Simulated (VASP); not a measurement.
Write the native input for VASP 6.6.1 that does the following.

```yaml
Task: single point
Functional: PBEsol
Potentials_or_basis: VASP PAW PBE potentials, release 64 (Cd, S)
Cutoff: 520 eV
k_mesh: 6 × 6 × 6
Occupations: fermi-dirac, width 0.1 eV
Spin: no spin polarisation
Dipole_correction: no
Further_INCAR_settings: ALGO = Normal; EDIFF = 1e-06; NBANDS = 16
```

The structure of CdS lies in POSCAR:

```
CdS
1.0
    0.0000000000      2.7532440000      2.7532440000
    2.7532440000      0.0000000000      2.7532440000
    2.7532440000      2.7532440000      0.0000000000
Cd S
1 1
Direct
    0.0000000000      0.0000000000      0.0000000000
    0.5000000000      0.5000000000      0.5000000000
```

One way to write it, as run:

INCAR

```
  ALGO = Normal
  EDIFF = 1E-6
  ENCUT = 520
  GGA = PS
  ISIF = 2
  ISMEAR = -1
  LASPH = True
  LCHARG = True
  LELF = True
  LREAL = False
  LVHAR = True
  LWAVE = False
  NBANDS = 16
  NELM = 80
  PREC = Accurate
  SIGMA = 0.1
```

KPOINTS

```
k-points
0
Gamma
  6 6 6
```

Potentials or basis: VASP PAW PBE potentials, release 64 (Cd, S).

Run with:

```console
$ cat potpaw_PBE.64/Cd/POTCAR potpaw_PBE.64/S/POTCAR > POTCAR
$ mpirun -np 1 vasp_std > vasp.out
```

It gave:

```yaml
Pressure: -3.9 GPa
```

Caveat: the PAW data sets were made with another functional, which shifts forces and pressure a little.

Run time: 13 s on 1 thread of Intel(R) Xeon(R) Platinum 8488C (Sapphire Rapids) (shared host), peak memory 0.16 GiB.
